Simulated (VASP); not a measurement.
# Hf (P6_3/mmc) in VASP: settings compared

The runs below take Hf through relaxation of cell and atoms, single point, with PBE+D3(BJ), PBE.

Program: VASP 6.6.1. These are calculated values, not measurements. Logs are shortened: lines on timing, memory, paths and dates and some standing lists are left out, and cuts for length are marked.

**1. The cell of the first run**

The structure is hexagonal, space group P6_3/mmc (No. 194). Conventional cell: a = 3.197 Å, b = 3.197 Å, c = 5.058 Å, α = 90.00°, β = 90.00°, γ = 120.00°. Hf (site symmetry -6m2) has 12 Hf at 3.13 to 3.20 Å within 4.1 Å.

**2. Relaxation of cell and atoms, PBE+D3(BJ)**

INCAR reads:

```
SYSTEM = Hf
PREC     = Accurate       ! precision mode
ENCUT    = 600            ! plane-wave cutoff, eV
EDIFF    = 1E-7           ! SCF threshold, eV
ISMEAR   = -1             ! smearing method
SIGMA    = 0.05           ! smearing width, eV
LREAL    = .False.        ! projectors in reciprocal space
LASPH    = .True.         ! aspherical terms in the spheres
NELM     = 60             ! most SCF steps
ALGO     = Normal         ! electronic algorithm
ISIF     = 3              ! what is computed and relaxed
LWAVE    = .False.        ! write WAVECAR
LCHARG   = .False.        ! write CHGCAR
GGA      = PE             ! functional
IVDW     = 12             ! dispersion correction
IBRION   = 2              ! ionic algorithm
NSW      = 80             ! ionic steps
EDIFFG   = -0.02          ! ionic threshold
```

KPOINTS reads:

```
regular mesh
0
Gamma
  10 10 5
  0 0 0
```

POSCAR reads:

```
Hf
1.0
    3.1967000000      0.0000000000      0.0000000000
   -1.5983500000      2.7684234083      0.0000000000
    0.0000000000      0.0000000000      5.0578000000
Hf
2
Direct
    0.6666666667      0.3333333333      0.7500000000
    0.3333333333      0.6666666667      0.2500000000
```

Potentials or basis: VASP PAW PBE potentials, release 64 (Hf_pv).

Run with:

```sh
cat potpaw_PBE.64/Hf_pv/POTCAR > POTCAR
mpirun -np 1 vasp_std > vasp.out
```

OUTCAR:

```text
SYSTEM = Hf
   PREC = Accurate
   ENCUT = 600
   EDIFF = 1E-7
   ISMEAR = -1
   LREAL = .False.
   LASPH = .True.
   NELM = 60
   ISIF = 3
   GGA = PE
   IVDW = 12
   IBRION = 2
   NSW = 80
   EDIFFG = -0.02
 IVDW          = 12

 ion  position               nearest neighbor table
   1  0.667  0.333  0.750-   2 3.13   2 3.13   2 3.13   2 3.13   2 3.13   2 3.13
   2  0.333  0.667  0.250-   1 3.13   1 3.13   1 3.13   1 3.13   1 3.13   1 3.13

  LATTYP: Found a hexagonal cell.
 ALAT       =     3.1967000000
 C/A-ratio  =     1.5821941377

  Lattice vectors:

 A1 = (   3.1967000000,   0.0000000000,   0.0000000000)
 A2 = (  -1.5983500000,   2.7684234083,   0.0000000000)
 A3 = (   0.0000000000,   0.0000000000,   5.0578000000)

Analysis of symmetry for initial positions (statically):
=====================================================================
 Subroutine PRICEL returns:
 Original cell was already a primitive cell.

 Routine SETGRP: Setting up the symmetry group for a
 hexagonal supercell.

 Subroutine GETGRP returns: Found 24 space group operations
 (whereof 12 operations were pure point group operations)
 out of a pool of 24 trial point group operations.

The static configuration has the point symmetry D_3d.
 The point group associated with its full space group is D_6h.

Analysis of symmetry for dynamics (positions and initial velocities):
=====================================================================
 Subroutine PRICEL returns:
 Original cell was already a primitive cell.

 Routine SETGRP: Setting up the symmetry group for a
 hexagonal supercell.

 Subroutine GETGRP returns: Found 24 space group operations
 (whereof 12 operations were pure point group operations)
 out of a pool of 24 trial point group operations.

The dynamic configuration has the point symmetry D_3d.
 The point group associated with its full space group is D_6h.

 Subroutine INISYM returns: Found 24 space group operations
 (whereof 12 operations are pure point group operations),
 and found     1 'primitive' translations

----------------------------------------------------------------------------------------

                                     Primitive cell

  volume of cell :      44.7606

  direct lattice vectors                    reciprocal lattice vectors
     3.196700000  0.000000000  0.000000000     0.312822598  0.180608211  0.000000000
    -1.598350000  2.768423408  0.000000000     0.000000000  0.361216423  0.000000000
     0.000000000  0.000000000  5.057800000     0.000000000  0.000000000  0.197714421

  length of vectors
     3.196700000  3.196700000  5.057800000     0.361216423  0.361216423  0.197714421

  position of ions in fractional coordinates (direct lattice)
     0.666666667  0.333333333  0.750000000
     0.333333333  0.666666667  0.250000000

  ion indices of the primitive-cell ions
   primitive index   ion index
                 1           1
                 2           2

----------------------------------------------------------------------------------------

 KPOINTS: regular mesh

Automatic generation of k-mesh.
 Grid dimensions read from file:
 generate k-points for:   10   10    5

 Generating k-lattice:

  Cartesian coordinates                     Fractional coordinates (reciprocal lattice)
     0.031282260  0.018060821  0.000000000     0.100000000 -0.000000000  0.000000000
     0.000000000  0.036121642  0.000000000     0.000000000  0.100000000  0.000000000
     0.000000000  0.000000000  0.039542884     0.000000000  0.000000000  0.200000000

  Length of vectors
     0.036121642  0.036121642  0.039542884

  Shift w.r.t. Gamma in fractional coordinates (k-lattice)
     0.000000000  0.000000000  0.000000000

 Subroutine IBZKPT returns following result:
 ===========================================

 Found     42 irreducible k-points:

 Following reciprocal coordinates:
            Coordinates               Weight
  0.000000  0.000000  0.000000      1.000000
  0.100000  0.000000  0.000000      6.000000
  0.200000  0.000000  0.000000      6.000000
  0.300000  0.000000  0.000000      6.000000
  0.400000  0.000000  0.000000      6.000000
  0.500000  0.000000  0.000000      3.000000
[... 16 lines left out ...]
  0.300000  0.100000  0.200000     24.000000
  0.400000  0.100000  0.200000     24.000000
 [... further k-points ...]
   k-points           NKPTS =     42   k-points in BZ     NKDIM =     42   number of bands    NBANDS=     14
   number of dos      NEDOS =    301   number of ions     NIONS =      2
   total plane-waves  NPLWV =  31360
   dimension x,y,z NGX =    28 NGY =   28 NGZ =   40
   dimension x,y,z NGXF=    56 NGYF=   56 NGZF=   80
   ions per type =               2
   NGX,Y,Z   is equivalent  to a cutoff of  14.56, 14.56, 13.15 a.u.
   NGXF,Y,Z  is equivalent  to a cutoff of  29.12, 29.12, 26.30 a.u.
 SYSTEM =  Hf
   PREC   = accura    normal or accurate (medium, high low for compatibility)
   ISTART =      0    job   : 0-new  1-cont  2-samecut
   ICHARG =      2    charge: 1-file 2-atom 10-const
   ISPIN  =      1    spin polarized calculation?
   LNONCOLLINEAR =      F non collinear calculations
   LSORBIT =      F    spin-orbit coupling
   LASPH  =      T    aspherical Exc in radial PAW
   ENCUT  =  600.0 eV  44.10 Ry    6.64 a.u.   6.38  6.38 10.10*2*pi/ulx,y,z
   NELM   =     60;   NELMIN=  2; NELMDL= -5     # of ELM steps
   EDIFF  = 0.1E-06   stopping-criterion for ELM
   LREAL  =      F    real-space projection
   EDIFFG = -.2E-01   stopping-criterion for IOM
   NSW    =     80    number of steps for IOM
   IBRION =      2    ionic relax: 0-MD 1-quasi-New 2-CG
   NFREE  =      1    steps in history (QN), initial steepest desc. (CG)
   ISIF   =      3    stress and relaxation
   ISYM   =      2    0-nonsym 1-usesym 2-fastsym
   POTIM  = 0.5000    time-step for ionic-motion
   TEBEG  =    0.0;   TEEND  =   0.0 temperature during run
   PSTRESS=    0.0 pullay stress
   NELECT =      20.0000    total number of electrons
   NUPDOWN=      -1.0000    fix difference up-down
   EMIN   =  10.00;   EMAX   =-10.00  energy-range for DOS
   EFERMI =   0.00;   METHOD = LEGACY
   ISMEAR =    -1;   SIGMA  =   0.05  broadening in eV -4-tet -1-fermi 0-gaus
   EFERMI_NEDOS =   21; number of points for ismear=-14 and -15
   IALGO  =     38    algorithm
   IMIX   =      4    mixing-type and parameters
     AMIX     =   0.40;   BMIX     =  1.00
     AMIX_MAG =   1.60;   BMIX_MAG =  1.00
  volume/ion in A,a.u.               =      22.38       151.03
  Fermi-wavevector in a.u.,A,eV,Ry     =   1.251563  2.365112 21.312311  1.566411
  Thomas-Fermi vector in A             =   2.385505
   LORBIT       =      0    0 simple, 1 ext, 2 COOP (PROOUT), +10 PAW based schemes
   GGA     = PE    functional components
   LHFCALC =     F    Hartree Fock is set to
   AEXX    =    0.0000 exact exchange contribution
   IVDW    =    12    specifies the selected vdW correction
   LEPSILON=     F    determine dielectric tensor
   LRPA    =     F    only Hartree local field effects (RPA)
 conjugate gradient relaxation of ions
 non-spin polarized calculation
  energy-cutoff  :      600.00
  volume of cell :       44.76
 maximum number of plane-waves:      1518
 NGX is ok and might be reduce to    28
   NGX = 13   NGY = 13   NGZ = 21

--------------------------------------- Ionic step        1  -------------------------------------------

 number of electron      20.0000001 magnetization

 Free energy of the ion-electron system (eV)
  ---------------------------------------------------
  ext. energy  EPLUGINS =         0.00000000
  ---------------------------------------------------
  free energy    TOTEN  =       -19.85551091 eV

  energy without entropy =      -19.84454963  energy(sigma->0) =      -19.85003027

------------------------ aborting loop because EDIFF is reached ----------------------------------------

 Edisp (eV)   -0.90019

 E8    (eV) :    -0.4829

  FORCE on cell =-STRESS in cart. coord.  units (eV):
  Direction    XX          YY          ZZ          XY          YZ          ZX
  --------------------------------------------------------------------------------------
  -------------------------------------------------------------------------------------
  Total      -0.85015    -0.85015    -0.97596     0.00000     0.00000     0.00000
  in kB     -30.43042   -30.43042   -34.93381     0.00000     0.00000     0.00000
  external pressure =      -31.93 kB  Pullay stress =        0.00 kB
[... 61 lines left out ...]
  energy  without entropy=      -20.7410359739  energy(sigma->0) =      -20.74517297

--------------------------------------- Ionic step        3  -------------------------------------------

 number of electron      19.9999999 magnetization

 Free energy of the ion-electron system (eV)
  ---------------------------------------------------
  ext. energy  EPLUGINS =         0.00000000
  ---------------------------------------------------
  free energy    TOTEN  =       -19.84085259 eV

  energy without entropy =      -19.83110310  energy(sigma->0) =      -19.83597784

 E-fermi :   5.1022     XC(G=0): -11.4161

 val. band max:        5.0986351885   @ k =   0.0000   0.0000   0.4000
 cond. band min:       5.1024669887   @ k =   0.3000   0.3000   0.4000
 fundamental gap:      0.0038318002
 Fermi energy:         5.1022025457

 k-point     1 :       0.0000    0.0000    0.0000
  band No.  band energies     occupation
      1     -25.9340      2.00000
      2     -25.1134      2.00000
      3     -25.1134      2.00000
      4     -24.9758      2.00000
      5     -24.9724      2.00000
      6     -24.9724      2.00000
      7      -2.3575      2.00000
      8       1.3255      2.00000
      9       5.8815      0.00000
     10       6.3083      0.00000
     11       6.3083      0.00000
     12       6.6137      0.00000
     13       7.1666      0.00000
     14       7.1666      0.00000
[... 375 lines left out ...]
 k-point    24 :       0.4000    0.1000    0.2000
  band No.  band energies     occupation
      1     -25.7734      2.00000
      2     -25.6325      2.00000
      3     -25.4299      2.00000
      4     -25.2991      2.00000
      5     -25.1934      2.00000
      6     -25.1153      2.00000
      7       1.5963      2.00000
      8       2.5549      2.00000
      9       3.4087      2.00000
     10       3.9890      2.00000
     11       5.7630      0.00000
     12       6.1842      0.00000
     13       6.8085      0.00000
     14      10.0371      0.00000

 [... further k-points ...]

------------------------ aborting loop because EDIFF is reached ----------------------------------------

 Edisp (eV)   -0.92827

 E8    (eV) :    -0.4981

  FORCE on cell =-STRESS in cart. coord.  units (eV):
  Direction    XX          YY          ZZ          XY          YZ          ZX
  --------------------------------------------------------------------------------------
  -------------------------------------------------------------------------------------
  Total       0.00233     0.00233    -0.01897     0.00000     0.00000    -0.00000
  in kB       0.08580     0.08580    -0.69941     0.00000     0.00000    -0.00000
  external pressure =       -0.18 kB  Pullay stress =        0.00 kB
[... 17 lines left out ...]
  FREE ENERGIE OF THE ION-ELECTRON SYSTEM (eV)
  ---------------------------------------------------
  free  energy   TOTEN  =       -20.7691199133 eV

  energy  without entropy=      -20.7593704239  energy(sigma->0) =      -20.76424517

 reached required accuracy - stopping structural energy minimisation
```

Wall time 30 s (1 thread of Intel Xeon 6975P-C (Granite Rapids), shared host); peak memory 0.21 GiB.

Results:

- Free energy: -20.7691 eV
- Relaxed volume: 21.73 Å³/atom
- Relaxed cell: a = 3.167 Å, b = 3.167 Å, c = 5.004 Å, α = 90.00°, β = 90.00°, γ = 120.00°
- Space group after relaxing (to 0.05 Å): P6_3/mmc (No. 194)
- Energy gained by relaxing: 6.7 meV/atom
- Ionic steps: 3
- Pressure after relaxing: 0.0 GPa
- Band gap on the k mesh: zero (band 10 reaches 6.31 eV, above the bottom of band 11 at 4.79 eV)
- Dispersion energy per atom: -0.464 eV

The path:
| step | energy change (eV) | largest force (eV/Å) | pressure (GPa) | volume (Å³) |
| --- | --- | --- | --- | --- |
| 1 | 0.0000 | 0.0000 | -3.19 | 44.76 |
| 2 | 0.0064 | 0.0000 | 4.29 | 41.93 |
| 3 | -0.0134 | 0.0000 | -0.02 | 43.46 |

Final structure:
```
Hf
1.0
     3.16687    0.00000    0.00000
    -1.58344    2.74259    0.00000
     0.00000    0.00000    5.00363
Hf
2
Direct
  0.66667 0.33333 0.75000
  0.33333 0.66667 0.25000
```

Levels at points of the mesh, in eV from the Fermi level:
```
           k point  band 7  band 8  band 9  band 10  band 11  band 12  band 13  band 14
(0.00, 0.00, 0.00)   -7.46   -3.78    0.78     1.21     1.21     1.51     2.06     2.06
(0.50, 0.00, 0.00)   -3.38   -2.83   -2.30    -0.74     0.80     0.94     1.77     6.10
```

Caveat: spin-orbit coupling is left out, which moves the levels of the heavy elements; pairwise dispersion overbinds metals, which lowers pressure and volume.

**3. Single point, PBE (volume scaled by 0.96)**

INCAR reads:

```
SYSTEM = Hf
  ALGO = Normal
  EDIFF = 1E-6
  ENCUT = 520
  GGA = PE
  ISIF = 2
  ISMEAR = -1
  LASPH = .TRUE.
  LCHARG = .FALSE.
  LREAL = .FALSE.
  LWAVE = .FALSE.
  NBANDS = 17
  NELM = 80
  PREC = Accurate
  SIGMA = 0.05
```

KPOINTS reads:

```
k-points
0
G
  10 10 5
  0 0 0
```

POSCAR reads:

```
Hf
1.0
    3.1534960552      0.0000000000      0.0000000000
   -1.5767480276      2.7310076946      0.0000000000
    0.0000000000      0.0000000000      4.9894429718
Hf
2
Direct
    0.6666666667      0.3333333333      0.7500000000
    0.3333333333      0.6666666667      0.2500000000
```

Potentials or basis: VASP PAW PBE potentials, release 64 (Hf_pv).

Run with:

```sh
cat potpaw_PBE.64/Hf_pv/POTCAR > POTCAR
mpirun -np 1 vasp_std > vasp.out
```

OUTCAR:

```text
SYSTEM = Hf
   EDIFF = 1E-6
   ENCUT = 520
   GGA = PE
   ISIF = 2
   ISMEAR = -1
   LASPH = .TRUE.
   LREAL = .FALSE.
   NELM = 80
   PREC = Accurate

 ion  position               nearest neighbor table
   1  0.667  0.333  0.750-   2 3.09   2 3.09   2 3.09   2 3.09   2 3.09   2 3.09
   2  0.333  0.667  0.250-   1 3.09   1 3.09   1 3.09   1 3.09   1 3.09   1 3.09

  LATTYP: Found a hexagonal cell.
 ALAT       =     3.1534960552
 C/A-ratio  =     1.5821941377

  Lattice vectors:

 A1 = (   3.1534960552,   0.0000000000,   0.0000000000)
[... 193 lines left out ...]
      6     -24.8500      2.00000
[... 457 lines left out ...]
      4     -25.1889      2.00000
      5     -25.0796      2.00000
      6     -24.9991      2.00000
[... 9 lines left out ...]
     16      11.4161      0.00000
     17      12.2874      0.00000

 [... further k-points ...]
[... 5 lines left out ...]
  --------------------------------------------------------------------------------------
  -------------------------------------------------------------------------------------
  Total        1.3356842      1.3356842      1.2808672      0.0000000      0.0000000     -0.0000000
  in kB       49.8020356     49.8020356     47.7581399      0.0000000      0.0000000     -0.0000000
  external PRESSURE =      49.1207370 kB  Pullay stress =       0.0000000 kB

 VOLUME and BASIS-vectors are now :
 -----------------------------------------------------------------------------
  energy-cutoff  :      520.00
  volume of cell :       42.97
      direct lattice vectors                 reciprocal lattice vectors
     3.153496055  0.000000000  0.000000000     0.317108372  0.183082604  0.000000000
    -1.576748028  2.731007695  0.000000000     0.000000000  0.366165208  0.000000000
     0.000000000  0.000000000  4.989442972     0.000000000  0.000000000  0.200423175

 POSITION                                       TOTAL-FORCE (eV/Angst)
 -----------------------------------------------------------------------------------
      1.57675      0.91034      3.74208         0.000000      0.000000      0.000000
     -0.00000      1.82067      1.24736        -0.000000     -0.000000      0.000000
 -----------------------------------------------------------------------------------
    total drift:                               -0.000000      0.000000     -0.000000

  FREE ENERGIE OF THE ION-ELECTRON SYSTEM (eV)
  ---------------------------------------------------
  free  energy   TOTEN  =       -19.8272770299 eV

  energy  without entropy=      -19.8179132396  energy(sigma->0) =      -19.82259513
```

Wall time 12 s (1 thread of Intel Xeon 6975P-C (Granite Rapids), shared host); peak memory 0.16 GiB.

What came out:

| Property | Result |
| --- | --- |
| Free energy | -19.8273 eV |
| Pressure | 4.9 GPa |
| Band gap on the k mesh | zero (band 10 reaches 6.39 eV, above the bottom of band 11 at 4.86 eV) |

Stress tensor (GPa, compression positive):
```
4.98 0.00 0.00
0.00 4.98 0.00
0.00 0.00 4.78
```

Caveat: the cell differs from its parent crystal (volume scaled by 0.96); spin-orbit coupling is left out, which moves the levels of the heavy elements.

(Part 1 of 2 ends here.)
